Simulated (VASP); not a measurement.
## SnSe: single point with RPBE+D4

The system is SnSe.

```
Sn Se
1.0
     0.00000    3.02993    3.02993
     3.02993    0.00000    3.02993
     3.02993    3.02993    0.00000
Sn Se
1 1
Direct
  0.00000 0.00000 0.00000
  0.50000 0.50000 0.50000
```

- Program: VASP 6.6.1
- Task: single point
- Functional: RPBE
- Dispersion: D4
- Potentials or basis: VASP PAW PBE potentials, release 64 (Sn_d, Se)
- Cutoff: 520 eV
- k mesh: 8 × 8 × 8
- Occupations: fermi-dirac, width 0.05 eV
- Spin: no spin polarisation
- Dipole correction: no
- Further INCAR settings: ALGO = Normal; EDIFF = 1e-07; NBANDS = 17

```json
{
 "Pressure": "-1.7 GPa",
 "Band gap on the k mesh": "0.45 eV",
 "Dispersion energy per atom": "-0.717 eV"
}
```

Levels at points of the mesh, in eV from the valence-band top:
```
           k point  band 6  band 7  band 8  band 9  band 10  band 11  band 12  band 13  band 14  band 15
(0.00, 0.00, 0.00)  -13.79   -5.14   -2.22   -2.22    -2.22     4.21     4.21     4.21     5.83     5.83
(0.50, 0.00, 0.00)  -12.91   -7.99   -1.99   -1.99     0.00     0.45     1.22     1.22     8.21    10.02
(0.50, 0.50, 0.00)  -12.65   -6.03   -5.39   -3.62    -3.62     3.08     5.20     5.20     5.82    10.27
```

Run time: 18 s on 1 thread of Intel Xeon 8259CL, with other jobs on the host, peak memory 0.19 GiB.

Caveat: semilocal functionals underestimate gaps, and a narrow one can read as zero; the PAW data sets were made with another functional, which shifts forces and pressure a little; spin-orbit coupling is left out, which moves the levels of the heavy elements. A k mesh can miss the band edges.
